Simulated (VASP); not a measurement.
Na, 8 atoms in the cell. The structure is cubic, space group Im-3m (No. 229). Conventional cell: a = 4.282 Å, b = 4.282 Å, c = 4.282 Å, α = 90.00°, β = 90.00°, γ = 90.00°. Na (site symmetry m-3m) has 14 Na at 3.71 to 4.28 Å within 4.9 Å. 

```yaml
Program: VASP 6.6.1
Task: single point
Functional: PBEsol
Potentials_or_basis: VASP PAW PBE potentials, release 64 (Na_pv)
Cutoff: 500 eV
k_mesh: 3 × 3 × 3
Occupations: fermi-dirac, width 0.1 eV
Spin: no spin polarisation
Dipole_correction: no
Further_INCAR_settings: ALGO = Normal; EDIFF = 1e-06; NBANDS = 38
```

Potentials or basis: VASP PAW PBE potentials, release 64 (Na_pv).

The run is started by

```console
$ cat potpaw_PBE.64/Na_pv/POTCAR > POTCAR
$ mpirun -np 1 vasp_std > vasp.out
```

Hardware: 1 thread of Intel Xeon 8259CL, on a shared host.

Task: Estimate the wall time of this run.

Result: It took 62 s on 1 thread of Intel Xeon 8259CL (shared host), peak memory 0.39 GiB. Counts: scf iterations 11, k points 4.
